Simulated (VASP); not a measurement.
Mg2SO:

```
O Mg S
1.0
     3.67487    0.00000    0.00000
     0.00000    3.67487    0.00000
     0.00000    0.00000    4.88397
O Mg S
1 2 1
Direct
  0.00000 0.00000 0.00000
  0.00000 0.50000 0.81132
  0.50000 0.00000 0.18868
  0.50000 0.50000 0.50000
```

Base run:

| Property | Result |
| --- | --- |
| Program | VASP 6.6.1 |
| Functional | r2SCAN |
| Potentials or basis | VASP PAW PBE potentials, release 64 (O, Mg, S) |
| Cutoff | 520 eV |
| k mesh | 6 × 6 × 4 |
| Occupations | gaussian, width 0.01 eV |
| Spin | no spin polarisation |

Its results: band gap on the k mesh 2.17 eV (least direct gap 2.32 eV); pressure -0.5 GPa; largest force 0.007 eV/Å.

Question: The run is repeated on the same cell with these changes: functional from r2SCAN to PBE; further incar settings from ALGO = Normal; EDIFF = 1e-06; NBANDS = 16 to ALGO = Normal; EDIFF = 1e-07; NBANDS = 16. What comes out?

Answer: Band gap on the k mesh 1.62 eV (least direct gap 1.76 eV); pressure 1.7 GPa; largest force 0.014 eV/Å.

Caveats: the PAW data sets were made with another functional, which shifts forces and pressure a little (at least some runs).

A k mesh can miss the band edges.
